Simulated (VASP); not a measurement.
Input of a VASP 6.6.1 run:

Contents of POSCAR:

```
Cs
1.0
   -3.1348857123      3.1348857123      3.1348857123
    3.1348857123     -3.1348857123      3.1348857123
    3.1348857123      3.1348857123     -3.1348857123
Cs
1
Direct
    0.0000000000      0.0000000000      0.0000000000
```

File INCAR.step1:

```
SYSTEM = Cs
ALGO     = Normal         ! electronic algorithm
EDIFF    = 1E-4           ! SCF threshold, eV
ENCUT    = 520            ! plane-wave cutoff, eV
GGA      = PE             ! functional
ISMEAR   = -1             ! smearing method
LASPH    = .TRUE.         ! aspherical terms in the spheres
LCHARG   = .FALSE.        ! write CHGCAR
LREAL    = .FALSE.        ! projectors in reciprocal space
LWAVE    = .TRUE.         ! write WAVECAR
NBANDS   = 10             ! bands
NELM     = 100            ! most SCF steps
PREC     = Accurate       ! precision mode
SIGMA    = 0.03           ! smearing width, eV
```

File INCAR.step2:

```
SYSTEM = Cs
ALGO     = Normal         ! electronic algorithm
EDIFF    = 1E-6           ! SCF threshold, eV
ENCUT    = 520            ! plane-wave cutoff, eV
ISIF     = 2              ! what is computed and relaxed
ISMEAR   = -1             ! smearing method
ISTART   = 1            
LASPH    = .TRUE.         ! aspherical terms in the spheres
LCHARG   = .FALSE.        ! write CHGCAR
LMIXTAU  = .TRUE.       
LREAL    = .FALSE.        ! projectors in reciprocal space
LWAVE    = .FALSE.        ! write WAVECAR
METAGGA  = R2SCAN         ! meta-GGA
NBANDS   = 10             ! bands
NELM     = 100            ! most SCF steps
PREC     = Accurate       ! precision mode
SIGMA    = 0.03           ! smearing width, eV
```

Contents of KPOINTS:

```
k-points
0
G
  7 7 7
  0 0 0
```

Potentials or basis: VASP PAW PBE potentials, release 64 (Cs_sv).

Launch:

```sh
$ cat potpaw_PBE.64/Cs_sv/POTCAR > POTCAR
$ cp INCAR.step1 INCAR
$ mpirun -np 1 vasp_std > vasp.out
$ cp INCAR.step2 INCAR
$ mpirun -np 1 vasp_std > vasp.out
```

Task: Estimate the pressure.

Result: -0.1 GPa.

Task: What does it give for the band gap on the k mesh?

Result: Zero (an odd number of electrons rules out a gap without spin polarisation).

Caveat: the PAW data sets were made with another functional, which shifts forces and pressure a little; spin-orbit coupling is left out, which moves the levels of the heavy elements.
